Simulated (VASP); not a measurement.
# MgO (Fm-3m) in VASP: single point with PBE

Aim: the single point of MgO with PBE.

Program: VASP 6.6.1. These are calculated values, not measurements. Logs are shortened: lines on timing, memory, paths and dates and some standing lists are left out, and cuts for length are marked.

## Step 1: The cell of the first run

It takes space group Fm-3m (No. 225, cubic). The conventional cell has a = 4.241 Å, b = 4.241 Å, c = 4.241 Å, α = 90.00°, β = 90.00°, γ = 90.00°. Mg (site symmetry m-3m) has 6 O at 2.12 Å within 2.8 Å. O (site symmetry m-3m) has 6 Mg at 2.12 Å within 2.8 Å.

## Step 2: Single point, PBE

INCAR

```
SYSTEM = MgO
ALGO = Normal
EDIFF = 1E-6
ENCUT = 840
GGA = PE
GGA_COMPAT = .False.
ISIF = 2
ISMEAR = -1
LASPH = .True.
LCHARG = .False.
LREAL = .False.
LWAVE = .False.
NBANDS = 15
NELM = 120
PREC = Accurate
SIGMA = 0.1
```

KPOINTS

```
k-points
0
Gamma
  4 4 4
  0 0 0
```

POSCAR

```
MgO
1.0
    0.0000000000      2.1205000000      2.1205000000
    2.1205000000      0.0000000000      2.1205000000
    2.1205000000      2.1205000000      0.0000000000
Mg O
1 1
Direct
    0.0000000000      0.0000000000      0.0000000000
    0.5000000000      0.5000000000      0.5000000000
```

Potentials or basis: VASP PAW PBE potentials, release 64 (Mg_sv, O).

Launch:

```
$ cat potpaw_PBE.64/Mg_sv/POTCAR potpaw_PBE.64/O/POTCAR > POTCAR
$ mpirun -np 1 vasp_std > vasp.out
```

OUTCAR:

```text
SYSTEM = MgO
   EDIFF = 1E-6
   ENCUT = 840
   GGA = PE
   ISIF = 2
   ISMEAR = -1
   LASPH = .True.
   LREAL = .False.
   NELM = 120
   PREC = Accurate

 ion  position               nearest neighbor table
   1  0.000  0.000  0.000-   2 2.12   2 2.12   2 2.12   2 2.12   2 2.12   2 2.12
   2  0.500  0.500  0.500-   1 2.12   1 2.12   1 2.12   1 2.12   1 2.12   1 2.12

  LATTYP: Found a face centered cubic cell.
 ALAT       =     4.2410000000

  Lattice vectors:

 A1 = (   0.0000000000,   2.1205000000,   2.1205000000)
 A2 = (   2.1205000000,   0.0000000000,   2.1205000000)
 A3 = (   2.1205000000,   2.1205000000,   0.0000000000)

Analysis of symmetry for initial positions (statically):
=====================================================================
 Subroutine PRICEL returns:
 Original cell was already a primitive cell.

 Routine SETGRP: Setting up the symmetry group for a
 face centered cubic supercell.

 Subroutine GETGRP returns: Found 48 space group operations
 (whereof 48 operations were pure point group operations)
 out of a pool of 48 trial point group operations.

The static configuration has the point symmetry O_h .

Analysis of symmetry for dynamics (positions and initial velocities):
=====================================================================
 Subroutine PRICEL returns:
 Original cell was already a primitive cell.

 Routine SETGRP: Setting up the symmetry group for a
 face centered cubic supercell.

 Subroutine GETGRP returns: Found 48 space group operations
 (whereof 48 operations were pure point group operations)
 out of a pool of 48 trial point group operations.

The dynamic configuration has the point symmetry O_h .

 Subroutine INISYM returns: Found 48 space group operations
 (whereof 48 operations are pure point group operations),
 and found     1 'primitive' translations

----------------------------------------------------------------------------------------

                                     Primitive cell

  volume of cell :      19.0697

  direct lattice vectors                    reciprocal lattice vectors
     0.000000000  2.120500000  2.120500000    -0.235793445  0.235793445  0.235793445
     2.120500000  0.000000000  2.120500000     0.235793445 -0.235793445  0.235793445
     2.120500000  2.120500000  0.000000000     0.235793445  0.235793445 -0.235793445

  length of vectors
     2.998839859  2.998839859  2.998839859     0.408406227  0.408406227  0.408406227

  position of ions in fractional coordinates (direct lattice)
     0.000000000  0.000000000  0.000000000
     0.500000000  0.500000000  0.500000000

  ion indices of the primitive-cell ions
   primitive index   ion index
                 1           1
                 2           2

----------------------------------------------------------------------------------------

 KPOINTS: k-points

Automatic generation of k-mesh.
 Grid dimensions read from file:
 generate k-points for:    4    4    4

 Generating k-lattice:

  Cartesian coordinates                     Fractional coordinates (reciprocal lattice)
    -0.058948361  0.058948361  0.058948361     0.250000000  0.000000000  0.000000000
     0.058948361 -0.058948361  0.058948361     0.000000000  0.250000000  0.000000000
     0.058948361  0.058948361 -0.058948361     0.000000000  0.000000000  0.250000000

  Length of vectors
     0.102101557  0.102101557  0.102101557

  Shift w.r.t. Gamma in fractional coordinates (k-lattice)
     0.000000000  0.000000000  0.000000000

 Subroutine IBZKPT returns following result:
 ===========================================

 Found      8 irreducible k-points:

 Following reciprocal coordinates:
            Coordinates               Weight
  0.000000  0.000000  0.000000      1.000000
  0.250000  0.000000  0.000000      8.000000
  0.500000  0.000000  0.000000      4.000000
  0.250000  0.250000  0.000000      6.000000
  0.500000  0.250000  0.000000     24.000000
 -0.250000  0.250000  0.000000     12.000000
  0.500000  0.500000  0.000000      3.000000
 -0.250000  0.500000  0.250000      6.000000
   k-points           NKPTS =      8   k-points in BZ     NKDIM =      8   number of bands    NBANDS=     15
   number of dos      NEDOS =    301   number of ions     NIONS =      2
   total plane-waves  NPLWV =  21952
   dimension x,y,z NGX =    28 NGY =   28 NGZ =   28
   dimension x,y,z NGXF=    56 NGYF=   56 NGZF=   56
   ions per type =               1   1
   NGX,Y,Z   is equivalent  to a cutoff of  15.52, 15.52, 15.52 a.u.
   NGXF,Y,Z  is equivalent  to a cutoff of  31.04, 31.04, 31.04 a.u.
 SYSTEM =  MgO
   PREC   = accura    normal or accurate (medium, high low for compatibility)
   ISTART =      0    job   : 0-new  1-cont  2-samecut
   ICHARG =      2    charge: 1-file 2-atom 10-const
   ISPIN  =      1    spin polarized calculation?
   LNONCOLLINEAR =      F non collinear calculations
   LSORBIT =      F    spin-orbit coupling
   LASPH  =      T    aspherical Exc in radial PAW
   ENCUT  =  840.0 eV  61.74 Ry    7.86 a.u.   7.09  7.09  7.09*2*pi/ulx,y,z
   NELM   =    120;   NELMIN=  2; NELMDL= -5     # of ELM steps
   EDIFF  = 0.1E-05   stopping-criterion for ELM
   LREAL  =      F    real-space projection
   EDIFFG = 0.1E-04   stopping-criterion for IOM
   NSW    =      0    number of steps for IOM
   IBRION =     -1    ionic relax: 0-MD 1-quasi-New 2-CG
   NFREE  =      0    steps in history (QN), initial steepest desc. (CG)
   ISIF   =      2    stress and relaxation
   ISYM   =      2    0-nonsym 1-usesym 2-fastsym
   POTIM  = 0.5000    time-step for ionic-motion
   TEBEG  =    0.0;   TEEND  =   0.0 temperature during run
   PSTRESS=    0.0 pullay stress
   NELECT =      16.0000    total number of electrons
   NUPDOWN=      -1.0000    fix difference up-down
   EMIN   =  10.00;   EMAX   =-10.00  energy-range for DOS
   EFERMI =   0.00;   METHOD = LEGACY
   ISMEAR =    -1;   SIGMA  =   0.10  broadening in eV -4-tet -1-fermi 0-gaus
   EFERMI_NEDOS =   21; number of points for ismear=-14 and -15
   IALGO  =     38    algorithm
   IMIX   =      4    mixing-type and parameters
     AMIX     =   0.40;   BMIX     =  1.00
     AMIX_MAG =   1.60;   BMIX_MAG =  1.00
  volume/ion in A,a.u.               =       9.53        64.34
  Fermi-wavevector in a.u.,A,eV,Ry     =   1.544068  2.917866 32.438294  2.384147
  Thomas-Fermi vector in A             =   2.649642
   LORBIT       =      0    0 simple, 1 ext, 2 COOP (PROOUT), +10 PAW based schemes
   GGA     = PE    functional components
   LHFCALC =     F    Hartree Fock is set to
   AEXX    =    0.0000 exact exchange contribution
   IVDW    =     0    specifies the selected vdW correction
   LEPSILON=     F    determine dielectric tensor
   LRPA    =     F    only Hartree local field effects (RPA)
 non-spin polarized calculation
  energy-cutoff  :      840.00
  volume of cell :       19.07
 maximum number of plane-waves:      1067
   NGX = 15   NGY = 15   NGZ = 15

 number of electron      15.9999996 magnetization

 Free energy of the ion-electron system (eV)
  ---------------------------------------------------
  ext. energy  EPLUGINS =         0.00000000
  ---------------------------------------------------
  free energy    TOTEN  =       -11.87075806 eV

  energy without entropy =      -11.87075806  energy(sigma->0) =      -11.87075806

 E-fermi :   5.1979     XC(G=0): -11.2851

 val. band max:        2.7847836274   @ k =   0.0000   0.0000   0.0000
 cond. band min:       7.3197939174   @ k =   0.0000   0.0000   0.0000
 fundamental gap:      4.5350102900
 Fermi energy:         5.1978751220

 k-point     1 :       0.0000    0.0000    0.0000
  band No.  band energies     occupation
      1     -69.5761      2.00000
      2     -36.3031      2.00000
      3     -36.3031      2.00000
      4     -36.3031      2.00000
      5     -14.3624      2.00000
      6       2.7848      2.00000
      7       2.7848      2.00000
      8       2.7848      2.00000
      9       7.3198      0.00000
     10      18.4611      0.00000
     11      18.4611      0.00000
     12      18.4611      0.00000
     13      22.3221      0.00000
     14      24.0771      0.00000
     15      24.0771      0.00000

 k-point     2 :       0.2500    0.0000    0.0000
  band No.  band energies     occupation
      1     -69.5720      2.00000
      2     -36.3432      2.00000
      3     -36.3072      2.00000
      4     -36.3072      2.00000
      5     -13.7823      2.00000
      6       0.1654      2.00000
      7       2.4548      2.00000
      8       2.4548      2.00000
      9       9.6907      0.00000
     10      15.2264      0.00000
     11      19.2675      0.00000
     12      19.2675      0.00000
     13      22.6978      0.00000
     14      22.6978      0.00000
     15      24.4819      0.00000

 k-point     3 :       0.5000    0.0000    0.0000
  band No.  band energies     occupation
      1     -69.5681      2.00000
      2     -36.3828      2.00000
      3     -36.3113      2.00000
      4     -36.3113      2.00000
      5     -13.1010      2.00000
      6      -1.7412      2.00000
      7       2.1514      2.00000
      8       2.1514      2.00000
      9      10.5518      0.00000
     10      15.1660      0.00000
     11      18.8934      0.00000
     12      18.8935      0.00000
     13      23.4149      0.00000
     14      25.0195      0.00000
     15      25.0195      0.00000
[... 55 lines left out ...]
 k-point     7 :       0.5000    0.5000    0.0000
  band No.  band energies     occupation
      1     -69.5653      2.00000
      2     -36.3707      2.00000
      3     -36.3297      2.00000
      4     -36.3297      2.00000
      5     -12.8879      2.00000
      6      -1.1916      2.00000
      7       1.4711      2.00000
      8       1.4711      2.00000
      9      11.8726      0.00000
     10      12.5528      0.00000
     11      15.6673      0.00000
     12      21.4588      0.00000
     13      21.4588      0.00000
     14      27.7063      0.00000
     15      29.3513      0.00000

 k-point     8 :      -0.2500    0.5000    0.2500
  band No.  band energies     occupation
      1     -69.5655      2.00000
      2     -36.3502      2.00000
      3     -36.3502      2.00000
      4     -36.3316      2.00000
      5     -12.8274      2.00000
      6      -0.0915      2.00000
      7      -0.0915      2.00000
      8       1.0515      2.00000
      9      14.2906      0.00000
     10      14.2906      0.00000
     11      14.7292      0.00000
     12      18.0327      0.00000
     13      24.4607      0.00000
     14      24.4607      0.00000
     15      28.7676      0.00000

------------------------ aborting loop because EDIFF is reached ----------------------------------------

  FORCE on cell =-STRESS in cart. coord.  units (eV):
  Direction    XX          YY          ZZ          XY          YZ          ZX
  --------------------------------------------------------------------------------------
  -------------------------------------------------------------------------------------
  Total        0.1704766      0.1704766      0.1704766     -0.0000000      0.0000000     -0.0000000
  in kB       14.3228874     14.3228874     14.3228874     -0.0000000      0.0000000     -0.0000000
  external PRESSURE =      14.3228874 kB  Pullay stress =       0.0000000 kB

 VOLUME and BASIS-vectors are now :
 -----------------------------------------------------------------------------
  energy-cutoff  :      840.00
  volume of cell :       19.07
      direct lattice vectors                 reciprocal lattice vectors
     0.000000000  2.120500000  2.120500000    -0.235793445  0.235793445  0.235793445
     2.120500000  0.000000000  2.120500000     0.235793445 -0.235793445  0.235793445
     2.120500000  2.120500000  0.000000000     0.235793445  0.235793445 -0.235793445

 POSITION                                       TOTAL-FORCE (eV/Angst)
 -----------------------------------------------------------------------------------
      0.00000      0.00000      0.00000         0.000000      0.000000      0.000000
      2.12050      2.12050      2.12050        -0.000000     -0.000000     -0.000000
 -----------------------------------------------------------------------------------
    total drift:                                0.000000      0.000000      0.000000

  FREE ENERGIE OF THE ION-ELECTRON SYSTEM (eV)
  ---------------------------------------------------
  free  energy   TOTEN  =       -11.8707580597 eV

  energy  without entropy=      -11.8707580596  energy(sigma->0) =      -11.87075806
```

Run time: 5.9 s. Hardware: 1 thread of AMD EPYC 7R43 (Zen 3), shared host; peak memory 0.12 GiB.

Results:

```
Free energy            : -11.8708 eV
Pressure               : 1.4 GPa
Band gap on the k mesh : 4.54 eV
```

Levels at points of the mesh, in eV from the valence-band top:
| k point | band 6 | band 7 | band 8 | band 9 | band 10 | band 11 |
| --- | --- | --- | --- | --- | --- | --- |
| (0.00, 0.00, 0.00) | 0.00 | 0.00 | 0.00 | 4.54 | 15.68 | 15.68 |
| (0.50, 0.00, 0.00) | -4.53 | -0.63 | -0.63 | 7.77 | 12.38 | 16.11 |
| (0.50, 0.50, 0.00) | -3.98 | -1.31 | -1.31 | 9.09 | 9.77 | 12.88 |

Caveat: the k points lie up to 0.64 Å⁻¹ apart.
